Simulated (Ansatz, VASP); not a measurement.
# One calculation of Br, two programs

```
Br
1.0
     4.29312   -2.13437    0.00000
     4.29312    2.13437    0.00000
     0.00000    0.00000    8.73294
Br
4
Direct
  0.85919 0.14081 0.11828
  0.64081 0.35919 0.61828
  0.14081 0.85919 0.88172
  0.35919 0.64081 0.38172
```

Alike in both runs: functional PBE; k mesh 5 × 5 × 2; occupations fermi-dirac, width 0.05 eV; no spin polarisation.

Ansatz relaxed the structure, and its values are those at the end. VASP's run is a single point on that final structure, the one shown.

|  | VASP | Ansatz |
| --- | --- | --- |
| version | VASP 6.6.1 | Ansatz 0.2.0 |
| potentials or method | VASP PAW PBE potentials, release 64 (Br), cutoff 520 eV | plane waves (420 eV) with PAW, scalar-relativistic |
| valence electrons in the cell | 28 | 28 |

```tsv
	VASP	Ansatz	Ansatz less VASP
pressure (GPa)	0.0	0.0	-0.01
```
